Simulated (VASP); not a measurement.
Here is a VASP 6.6.1 calculation.

Contents of INCAR:

```
ALGO     = Normal         # electronic algorithm
EDIFF    = 1E-7           # SCF threshold, eV
ENCUT    = 520            # plane-wave cutoff, eV
GGA      = PS             # functional
ISIF     = 2              # what is computed and relaxed
ISMEAR   = -1             # smearing method
LASPH    = T              # aspherical terms in the spheres
LCHARG   = F              # write CHGCAR
LREAL    = F              # projectors in reciprocal space
LWAVE    = F              # write WAVECAR
NBANDS   = 18             # bands
NELM     = 80             # most SCF steps
PREC     = Accurate       # precision mode
SIGMA    = 0.052          # smearing width, eV
```

KPOINTS

```
k-points
0
Gamma
  4 4 4
```

Contents of POSCAR:

```
PtS2
1.0
    1.7391392326      1.0040925041      5.0958703778
   -1.7391392326      1.0040925041      5.0958703778
    0.0000000000     -2.0081850081      5.0958703778
Pt S
1 2
Direct
   -0.0012431060     -0.0018859527     -0.0042510348
    0.4131895944      0.4275570468      0.4374026281
    0.2546559617      0.2330602210      0.2411571450
```

Potentials or basis: VASP PAW PBE potentials, release 64 (Pt, S).

Launch:

```sh
$ cat potpaw_PBE.64/Pt/POTCAR potpaw_PBE.64/S/POTCAR > POTCAR
$ mpirun -np 1 vasp_std > vasp.out
```

Question: What does it give for the pressure?

Answer: -2.6 GPa.

Question: Predict the largest force.

Answer: 0.085 eV/Å.

Stress tensor (GPa, compression positive):
```
-2.99 -0.10  0.45
-0.10 -2.60  0.11
 0.45  0.11 -2.22
```

Caveat: the k points lie up to 0.53 Å⁻¹ apart, too coarse for converged energies and pressures of a metal; the atoms stand as in a frame of molecular dynamics; the PAW data sets were made with another functional, which shifts forces and pressure a little.
